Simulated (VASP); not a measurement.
# Al3B2N (P4/mmm) in VASP: a series of runs

The runs below take Al3B2N through single point, relaxation of cell and atoms, with PBE.

Program: VASP 6.6.1. These are calculated values, not measurements. Logs are shortened: lines on timing, memory, paths and dates and some standing lists are left out, and cuts for length are marked.

### Step 1. The cell of the first run

Symmetry: P4/mmm, No. 123, tetragonal system. The conventional cell has a = 3.225 Å, b = 3.225 Å, c = 7.976 Å, α = 90.00°, β = 90.00°, γ = 90.00°. Al (site symmetry 4/mmm) has 4 B at 1.61 Å within 2.1 Å. Within 3.0 Å of Al (site symmetry mmm) lie 4 Al at 2.28 Å. B (site symmetry mmm) has 2 Al at 1.61 Å and 2 N at 1.61 Å within 2.1 Å. Within 2.1 Å of N (site symmetry 4/mmm) lie 4 B at 1.61 Å.

The cell was built from a structure type or drawn by symmetry, and may not be a known phase.

### Step 2. Single point, PBE

Input file INCAR:

```
SYSTEM = Al3B2N
PREC = Accurate
ENCUT = 520
EDIFF = 1E-6
ISMEAR = 0
SIGMA = 0.1
LREAL = .False.
LASPH = .True.
NELM = 60
ALGO = Normal
ISIF = 2
LWAVE = .False.
LCHARG = .False.
GGA = PE
NBANDS = 19
```

Input file KPOINTS:

```
regular mesh
0
Gamma
  6 6 2
  0 0 0
```

Input file POSCAR:

```
Al3B2N
1.0
    3.2254163000      0.0000000000      0.0000000000
    0.0000000000      3.2254163000      0.0000000000
    0.0000000000      0.0000000000      7.9761386000
Al B N
3 2 1
Direct
    0.0000000000      0.0000000000      0.0000000000
    0.0000000000      0.5000000000      0.5000000000
    0.5000000000      0.0000000000      0.5000000000
    0.0000000000      0.5000000000      0.0000000000
    0.5000000000      0.0000000000      0.0000000000
    0.5000000000      0.5000000000      0.0000000000
```

Potentials or basis: VASP PAW PBE potentials, release 64 (Al, B, N).

On the command line:

```sh
$ cat potpaw_PBE.64/Al/POTCAR potpaw_PBE.64/B/POTCAR potpaw_PBE.64/N/POTCAR > POTCAR
$ mpirun -np 1 vasp_std > vasp.out
```

OUTCAR:

```text
SYSTEM = Al3B2N
   PREC = Accurate
   ENCUT = 520
   EDIFF = 1E-6
   ISMEAR = 0
   LREAL = .False.
   LASPH = .True.
   NELM = 60
   ISIF = 2
   GGA = PE

 ion  position               nearest neighbor table
   1  0.000  0.000  0.000-   4 1.61   5 1.61   4 1.61   5 1.61   6 2.28   6 2.28   6 2.28   6 2.28

   2  0.000  0.500  0.500-   3 2.28   3 2.28   3 2.28   3 2.28
   3  0.500  0.000  0.500-   2 2.28   2 2.28   2 2.28   2 2.28
   4  0.000  0.500  0.000-   1 1.61   6 1.61   1 1.61   6 1.61
   5  0.500  0.000  0.000-   1 1.61   6 1.61   6 1.61   1 1.61
   6  0.500  0.500  0.000-   4 1.61   5 1.61   5 1.61   4 1.61   1 2.28   1 2.28   1 2.28   1 2.28

  LATTYP: Found a simple tetragonal cell.
 ALAT       =     3.2254163000
 C/A-ratio  =     2.4729020561

  Lattice vectors:

 A1 = (   3.2254163000,   0.0000000000,   0.0000000000)
 A2 = (   0.0000000000,   3.2254163000,   0.0000000000)
 A3 = (   0.0000000000,   0.0000000000,   7.9761386000)

Analysis of symmetry for initial positions (statically):
=====================================================================
 Subroutine PRICEL returns:
 Original cell was already a primitive cell.

 Routine SETGRP: Setting up the symmetry group for a
 simple tetragonal supercell.

 Subroutine GETGRP returns: Found 16 space group operations
 (whereof 16 operations were pure point group operations)
 out of a pool of 16 trial point group operations.

The static configuration has the point symmetry D_4h.

Analysis of symmetry for dynamics (positions and initial velocities):
=====================================================================
 Subroutine PRICEL returns:
 Original cell was already a primitive cell.

 Routine SETGRP: Setting up the symmetry group for a
 simple tetragonal supercell.

 Subroutine GETGRP returns: Found 16 space group operations
 (whereof 16 operations were pure point group operations)
 out of a pool of 16 trial point group operations.

The dynamic configuration has the point symmetry D_4h.

 Subroutine INISYM returns: Found 16 space group operations
 (whereof 16 operations are pure point group operations),
 and found     1 'primitive' translations

----------------------------------------------------------------------------------------

                                     Primitive cell

  volume of cell :      82.9782

  direct lattice vectors                    reciprocal lattice vectors
     3.225416300  0.000000000  0.000000000     0.310037498  0.000000000  0.000000000
     0.000000000  3.225416300  0.000000000     0.000000000  0.310037498  0.000000000
     0.000000000  0.000000000  7.976138600     0.000000000  0.000000000  0.125373950

  length of vectors
     3.225416300  3.225416300  7.976138600     0.310037498  0.310037498  0.125373950

  position of ions in fractional coordinates (direct lattice)
     0.000000000  0.000000000  0.000000000
     0.000000000  0.500000000  0.500000000
     0.500000000  0.000000000  0.500000000
     0.000000000  0.500000000  0.000000000
     0.500000000  0.000000000  0.000000000
     0.500000000  0.500000000  0.000000000

  ion indices of the primitive-cell ions
   primitive index   ion index
                 1           1
                 2           2
                 3           3
                 4           4
                 5           5
                 6           6

----------------------------------------------------------------------------------------

 KPOINTS: regular mesh

Automatic generation of k-mesh.
 Grid dimensions read from file:
 generate k-points for:    6    6    2

 Generating k-lattice:

  Cartesian coordinates                     Fractional coordinates (reciprocal lattice)
     0.051672916  0.000000000  0.000000000     0.166666667  0.000000000  0.000000000
     0.000000000  0.051672916  0.000000000     0.000000000  0.166666667  0.000000000
     0.000000000  0.000000000  0.062686975     0.000000000  0.000000000  0.500000000

  Length of vectors
     0.051672916  0.051672916  0.062686975

  Shift w.r.t. Gamma in fractional coordinates (k-lattice)
     0.000000000  0.000000000  0.000000000

 Subroutine IBZKPT returns following result:
 ===========================================

 Found     20 irreducible k-points:

 Following reciprocal coordinates:
            Coordinates               Weight
  0.000000  0.000000  0.000000      1.000000
  0.166667  0.000000  0.000000      4.000000
  0.333333  0.000000  0.000000      4.000000
  0.500000  0.000000  0.000000      2.000000
  0.166667  0.166667  0.000000      4.000000
  0.333333  0.166667  0.000000      8.000000
[... 12 lines left out ...]
  0.500000  0.333333  0.500000      4.000000
  0.500000  0.500000  0.500000      1.000000
   k-points           NKPTS =     20   k-points in BZ     NKDIM =     20   number of bands    NBANDS=     19
   number of dos      NEDOS =    301   number of ions     NIONS =      6
   total plane-waves  NPLWV =  34560
   dimension x,y,z NGX =    24 NGY =   24 NGZ =   60
   dimension x,y,z NGXF=    48 NGYF=   48 NGZF=  120
   ions per type =               3   2   1
   NGX,Y,Z   is equivalent  to a cutoff of  12.37, 12.37, 12.51 a.u.
   NGXF,Y,Z  is equivalent  to a cutoff of  24.74, 24.74, 25.01 a.u.
 SYSTEM =  Al3B2N
   PREC   = accura    normal or accurate (medium, high low for compatibility)
   ISTART =      0    job   : 0-new  1-cont  2-samecut
   ICHARG =      2    charge: 1-file 2-atom 10-const
   ISPIN  =      1    spin polarized calculation?
   LNONCOLLINEAR =      F non collinear calculations
   LSORBIT =      F    spin-orbit coupling
   LASPH  =      T    aspherical Exc in radial PAW
   ENCUT  =  520.0 eV  38.22 Ry    6.18 a.u.   6.00  6.00 14.83*2*pi/ulx,y,z
   NELM   =     60;   NELMIN=  2; NELMDL= -5     # of ELM steps
   EDIFF  = 0.1E-05   stopping-criterion for ELM
   LREAL  =      F    real-space projection
   EDIFFG = 0.1E-04   stopping-criterion for IOM
   NSW    =      0    number of steps for IOM
   IBRION =     -1    ionic relax: 0-MD 1-quasi-New 2-CG
   NFREE  =      0    steps in history (QN), initial steepest desc. (CG)
   ISIF   =      2    stress and relaxation
   ISYM   =      2    0-nonsym 1-usesym 2-fastsym
   POTIM  = 0.5000    time-step for ionic-motion
   TEBEG  =    0.0;   TEEND  =   0.0 temperature during run
   PSTRESS=    0.0 pullay stress
   NELECT =      20.0000    total number of electrons
   NUPDOWN=      -1.0000    fix difference up-down
   EMIN   =  10.00;   EMAX   =-10.00  energy-range for DOS
   EFERMI =   0.00;   METHOD = LEGACY
   ISMEAR =     0;   SIGMA  =   0.10  broadening in eV -4-tet -1-fermi 0-gaus
   EFERMI_NEDOS =   21; number of points for ismear=-14 and -15
   IALGO  =     38    algorithm
   IMIX   =      4    mixing-type and parameters
     AMIX     =   0.40;   BMIX     =  1.00
     AMIX_MAG =   1.60;   BMIX_MAG =  1.00
  volume/ion in A,a.u.               =      13.83        93.33
  Fermi-wavevector in a.u.,A,eV,Ry     =   1.018818  1.925287 14.122722  1.037991
  Thomas-Fermi vector in A             =   2.152297
   LORBIT       =      0    0 simple, 1 ext, 2 COOP (PROOUT), +10 PAW based schemes
   GGA     = PE    functional components
   LHFCALC =     F    Hartree Fock is set to
   AEXX    =    0.0000 exact exchange contribution
   IVDW    =     0    specifies the selected vdW correction
   LEPSILON=     F    determine dielectric tensor
   LRPA    =     F    only Hartree local field effects (RPA)
 non-spin polarized calculation
 Gauss-broadening in eV      SIGMA  =   0.10
  energy-cutoff  :      520.00
  volume of cell :       82.98
 maximum number of plane-waves:      2260
 NGX is ok and might be reduce to    24
   NGX = 11   NGY = 11   NGZ = 29

 number of electron      19.9999998 magnetization

 Free energy of the ion-electron system (eV)
  ---------------------------------------------------
  ext. energy  EPLUGINS =         0.00000000
  ---------------------------------------------------
  free energy    TOTEN  =       -11.52188466 eV

  energy without entropy =      -11.51813027  energy(sigma->0) =      -11.52000747

 E-fermi :   5.2493     XC(G=0):  -9.4178

 val. band max:        5.0589042547   @ k =   0.3333   0.3333   0.5000
 cond. band min:       5.2527662902   @ k =   0.3333   0.3333   0.5000
 fundamental gap:      0.1938620355
 Fermi energy:         5.2493485141

 k-point     1 :       0.0000    0.0000    0.0000
  band No.  band energies     occupation
      1     -14.4904      2.00000
      2      -4.8654      2.00000
      3      -4.8654      2.00000
      4      -4.6397      2.00000
      5      -2.3767      2.00000
      6       0.2260      2.00000
[... 11 lines left out ...]
     18      14.0856      0.00000
     19      14.0856      0.00000

 k-point     2 :       0.1667    0.0000    0.0000
  band No.  band energies     occupation
      1     -14.3340      2.00000
      2      -5.8705      2.00000
      3      -4.6847      2.00000
      4      -4.2436      2.00000
      5      -2.0697      2.00000
      6       1.1655      2.00000
[... 11 lines left out ...]
     18      14.2122      0.00000
     19      14.4678      0.00000

 k-point     3 :       0.3333    0.0000    0.0000
  band No.  band energies     occupation
      1     -13.9713      2.00000
      2      -7.3516      2.00000
      3      -4.2625      2.00000
      4      -3.0819      2.00000
      5      -1.2381      2.00000
      6       1.3690      2.00000
[... 11 lines left out ...]
     18      12.2945      0.00000
     19      13.9584      0.00000

 k-point     4 :       0.5000    0.0000    0.0000
  band No.  band energies     occupation
      1     -13.7545      2.00000
      2      -7.9960      2.00000
      3      -4.0072      2.00000
      4      -1.1890      2.00000
      5      -1.1880      2.00000
      6      -0.5527      2.00000
[... 319 lines left out ...]
     18      10.4848      0.00000
     19      12.9872      0.00000

 k-point    19 :       0.5000    0.3333    0.5000
  band No.  band energies     occupation
      1     -13.4769      2.00000
      2      -6.9148      2.00000
      3      -5.8084      2.00000
      4      -1.9189      2.00000
      5       0.1160      2.00000
      6       0.2214      2.00000
[... 11 lines left out ...]
     18      11.5757      0.00000
     19      11.7605      0.00000

 k-point    20 :       0.5000    0.5000    0.5000
  band No.  band energies     occupation
      1     -13.3723      2.00000
      2      -6.2730      2.00000
      3      -6.2730      2.00000
      4      -3.1159      2.00000
      5       1.1189      2.00000
      6       1.4515      2.00000
[... 11 lines left out ...]
     18       9.8509      0.00000
     19       9.8509      0.00000

------------------------ aborting loop because EDIFF is reached ----------------------------------------

  FORCE on cell =-STRESS in cart. coord.  units (eV):
  Direction    XX          YY          ZZ          XY          YZ          ZX
  --------------------------------------------------------------------------------------
  -------------------------------------------------------------------------------------
  Total       59.0577719     59.0577719     -1.5058909      0.0000000      0.0000000     -0.0000000
  in kB     1140.3112145   1140.3112145    -29.0763467      0.0000000      0.0000000     -0.0000000
  external PRESSURE =     750.5153608 kB  Pullay stress =       0.0000000 kB

 VOLUME and BASIS-vectors are now :
 -----------------------------------------------------------------------------
  energy-cutoff  :      520.00
  volume of cell :       82.98
      direct lattice vectors                 reciprocal lattice vectors
     3.225416300  0.000000000  0.000000000     0.310037498  0.000000000  0.000000000
     0.000000000  3.225416300  0.000000000     0.000000000  0.310037498  0.000000000
     0.000000000  0.000000000  7.976138600     0.000000000  0.000000000  0.125373950

 POSITION                                       TOTAL-FORCE (eV/Angst)
 -----------------------------------------------------------------------------------
      0.00000      0.00000      0.00000         0.000000      0.000000      0.000000
      0.00000      1.61271      3.98807         0.000000      0.000000      0.000000
      1.61271      0.00000      3.98807         0.000000      0.000000      0.000000
      0.00000      1.61271      0.00000         0.000000      0.000000      0.000000
      1.61271      0.00000      0.00000         0.000000      0.000000      0.000000
      1.61271      1.61271      0.00000         0.000000      0.000000      0.000000
 -----------------------------------------------------------------------------------
    total drift:                                0.000000     -0.000000     -0.000000

  FREE ENERGIE OF THE ION-ELECTRON SYSTEM (eV)
  ---------------------------------------------------
  free  energy   TOTEN  =       -11.5218846586 eV

  energy  without entropy=      -11.5181302729  energy(sigma->0) =      -11.52000747
```

Run time: 39 s. Hardware: 1 thread of Intel Xeon 8259CL, shared host; peak memory 0.19 GiB.

Results:

* Free energy: -11.5219 eV
* Pressure: 75.1 GPa
* Band gap on the k mesh: zero (bands 10 and 11 overlap by 1.81 eV)

Stress tensor (GPa, compression positive):
```
114.03   0.00   0.00
  0.00 114.03   0.00
  0.00   0.00  -2.91
```

Levels at points of the mesh, in eV from the Fermi level:
| k point | band 6 | band 7 | band 8 | band 9 | band 10 | band 11 | band 12 | band 13 | band 14 | band 15 |
| --- | --- | --- | --- | --- | --- | --- | --- | --- | --- | --- |
| (0.00, 0.00, 0.00) | -5.02 | -2.58 | -2.07 | 0.80 | 0.80 | 1.85 | 2.16 | 2.16 | 2.63 | 3.00 |
| (0.50, 0.00, 0.00) | -5.80 | -2.75 | -2.65 | -2.43 | -0.98 | 0.64 | 1.10 | 2.90 | 3.32 | 4.92 |
| (0.50, 0.50, 0.00) | -3.78 | -3.78 | -2.28 | -2.28 | -0.91 | -0.91 | 2.34 | 3.56 | 3.95 | 3.95 |
| (0.00, 0.00, 0.50) | -5.16 | -2.66 | -2.07 | 0.80 | 0.80 | 1.25 | 2.15 | 2.15 | 3.02 | 3.54 |
| (0.50, 0.00, 0.50) | -5.65 | -2.75 | -2.48 | -2.37 | -1.06 | 0.39 | 0.59 | 3.02 | 3.53 | 4.91 |
| (0.50, 0.50, 0.50) | -3.80 | -3.67 | -2.38 | -2.38 | -0.69 | -0.69 | 3.00 | 3.12 | 3.12 | 3.56 |

Caveat: the k points lie up to 0.39 Å⁻¹ apart, too coarse for converged energies and pressures of a metal.

(Part 1 of 3 ends here.)
